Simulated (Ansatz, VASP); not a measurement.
Two plane-wave programs on AlGa3N4

```
CELL_PARAMETERS angstrom
4.35371 0.00000 0.00000
0.00000 4.35371 0.00000
0.00000 0.00000 4.35371
ATOMIC_POSITIONS crystal
Al 0.00000 0.00000 0.00000
Ga 0.50000 0.50000 0.00000
Ga 0.50000 0.00000 0.50000
Ga 0.00000 0.50000 0.50000
N 0.75535 0.75535 0.24465
N 0.75535 0.24465 0.75535
N 0.24465 0.75535 0.75535
N 0.24465 0.24465 0.24465
```

Change from the starting cell: strain -0.025 along x and y, -0.025 along z, atoms carried along.

Alike in both runs: task single point; functional r2SCAN; k mesh 6 × 6 × 6; occupations gaussian, width 0.05 eV; no spin polarisation.

```csv
,VASP,Ansatz
version,VASP 6.6.1,Ansatz 0.2.0
potentials or method,"VASP PAW PBE potentials, release 64 (Al, Ga_d, N_h), cutoff 1460 eV","scalar-relativistic, plane waves, PAW"
valence electrons in the cell,62,62
```

Ansatz gave:

```
gap on the k mesh at the Fermi level (eV) : 3.38
least direct gap on the mesh (eV)         : 3.38
pressure (GPa)                            : 17.8
rms of the force components (eV/Å)        : 0.010
```

Q: Which values does VASP return?

A: gap on the k mesh at the Fermi level (eV): 3.37; least direct gap on the mesh (eV): 3.37; pressure (GPa): 18.7; rms of the force components (eV/Å): 0.046.

VASP's potentials were made for PBE, not for r2SCAN. Atom by atom the forces differ by 0.037 eV/Å (rms over components).
